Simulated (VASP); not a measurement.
# SnO: single point with LDA

Crystal: SnO.

```
Sn O
1.0
     3.76576    0.00000    0.00000
     0.00000    3.76576    0.00000
     0.00000    0.00000    4.77260
Sn O
2 2
Direct
  0.00000 0.50000 0.24560
  0.50000 0.00000 0.75440
  0.00000 0.00000 0.00000
  0.50000 0.50000 0.00000
```

- Program: VASP 6.6.1
- Task: single point
- Functional: LDA
- Potentials or basis: VASP PAW LDA potentials, release 64 (Sn_d, O)
- Cutoff: 520 eV
- k mesh: 10 × 10 × 8
- Occupations: gaussian, width 0.15 eV
- Spin: no spin polarisation
- Dipole correction: no
- Further INCAR settings: ALGO = Normal; EDIFF = 1e-07; NBANDS = 28

```json
{
 "Pressure": "-1.7 GPa",
 "Largest force": "0.323 eV/Å",
 "Band gap on the k mesh": "zero (band 20 reaches 7.35 eV, above the bottom of band 21 at 7.10 eV)"
}
```

Forces on the atoms (eV/Å):
```
Sn   0.000  0.000 -0.323
Sn   0.000  0.000  0.323
O    0.000  0.000  0.000
O    0.000  0.000  0.000
```

Stress tensor (GPa, compression positive):
```
-1.21  0.00  0.00
 0.00 -1.21  0.00
 0.00  0.00 -2.70
```

Levels at points of the mesh, in eV from the Fermi level:
```tsv
k point	band 16	band 17	band 18	band 19	band 20	band 21	band 22	band 23	band 24	band 25
(0.00, 0.00, 0.00)	-6.47	-3.64	-3.23	-3.23	-0.02	2.18	4.40	4.43	4.43	5.61
(0.50, 0.00, 0.00)	-5.24	-4.98	-4.98	-2.99	-2.99	3.12	3.12	5.74	5.74	6.09
(0.50, 0.50, 0.00)	-5.37	-2.55	-2.55	-2.08	-2.08	-0.27	-0.27	4.21	4.21	7.23
(0.00, 0.00, 0.50)	-3.71	-3.25	-3.25	-3.06	-2.47	1.61	2.63	2.63	3.61	7.90
(0.50, 0.00, 0.50)	-5.70	-4.94	-4.94	-1.92	-1.92	2.53	2.53	5.21	5.21	6.68
(0.50, 0.50, 0.50)	-5.91	-2.96	-2.96	-2.56	-2.56	2.09	2.09	4.03	4.03	5.57
```

It took 93 s on 1 thread of AMD EPYC 9R45 96-Core Processor (Zen 5), on a shared host, peak memory 0.23 GiB.

Caveat: spin-orbit coupling is left out, which moves the levels of the heavy elements.
